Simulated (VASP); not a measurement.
In17P15 (a cell with a defect): single point with PBE

In17P15 (a cell with a defect):

```
In P
1.0
    -5.95979    5.95979   -5.95979
     5.95979   -5.95979   -5.95979
    -5.95979   -5.95979    5.95979
In P
17 15
Direct
  0.00000 0.23203 0.75000
  0.74866 0.24866 0.99658
  0.50208 0.25342 0.25208
  0.25134 0.99792 0.75000
  0.24658 0.24866 0.49866
  0.00000 0.99792 0.00134
  0.75342 0.00208 0.25208
  0.49792 0.75134 0.75000
  0.50208 0.00208 0.50342
  0.26797 0.76797 0.01797
  0.00000 0.75134 0.24792
  0.73203 0.50000 0.75000
  0.74866 0.74658 0.49866
  0.49792 0.50000 0.00134
  0.25134 0.50000 0.24792
  0.00000 0.50000 0.48203
  0.00000 0.50000 0.75000
  0.74707 0.50000 0.00331
  0.50000 0.50000 0.25000
  0.25331 0.24707 0.75000
  0.25331 0.50000 0.49707
  0.00000 0.24707 0.00331
  0.74669 0.24669 0.24376
  0.50000 0.00000 0.75000
  0.49376 0.24669 0.49669
  0.25293 0.00624 0.00293
  0.00000 0.00000 0.25000
  0.74707 0.75331 0.75000
  0.74669 0.99376 0.49669
  0.50624 0.75293 0.00293
  0.25293 0.75293 0.25624
  0.00000 0.75331 0.49707
```

* Program: VASP 6.6.1
* Task: single point
* Functional: PBE
* Potentials or basis: VASP PAW PBE potentials, release 64 (In_d, P)
* Cutoff: 520 eV
* k mesh: 2 × 2 × 2, shifted
* Occupations: gaussian, width 0.02 eV
* Spin: no spin polarisation

```
Pressure               : 1.4 GPa
Largest force          : 0.020 eV/Å
Band gap on the k mesh : zero (band 148 reaches 5.27 eV, above the bottom of band 149 at 5.16 eV)
```

Forces in eV/Å, atoms in the order of the input:
```
In   0.008 -0.008 -0.008
In  -0.007 -0.007 -0.017
In  -0.017  0.007  0.007
In   0.007 -0.007  0.017
In  -0.007 -0.017 -0.007
In   0.007  0.017 -0.007
In   0.007 -0.017  0.007
In  -0.007  0.007  0.017
In   0.007  0.007 -0.017
In   0.008  0.008  0.008
In  -0.007  0.017  0.007
In  -0.008  0.008 -0.008
In  -0.017 -0.007 -0.007
In   0.017  0.007 -0.007
In   0.017 -0.007  0.007
In  -0.008 -0.008  0.008
In   0.000  0.000  0.000
P   -0.006  0.000  0.000
P    0.000  0.000  0.000
P    0.000  0.000 -0.006
P   -0.006  0.000  0.000
P    0.000 -0.006  0.000
P    0.000  0.000  0.006
P    0.000  0.000  0.000
P    0.000  0.006  0.000
P    0.006  0.000  0.000
P    0.000  0.000  0.000
P    0.000  0.000 -0.006
P    0.006  0.000  0.000
P    0.000  0.006  0.000
P    0.000  0.000  0.006
P    0.000 -0.006  0.000
```

Levels at points of the mesh, in eV from the Fermi level:
```tsv
k point	band 145	band 146	band 147	band 148	band 149	band 150
(0.25, 0.25, 0.25)	-0.98	-0.98	0.09	0.09	0.09	1.25
```

It took 14 min on 1 thread of AMD EPYC 7R43 64-Core Processor (Zen 3), on a shared host, peak memory 0.98 GiB.

Caveat: the k points lie up to 0.37 Å⁻¹ apart; spin-orbit coupling is left out, which moves the levels of the heavy elements.
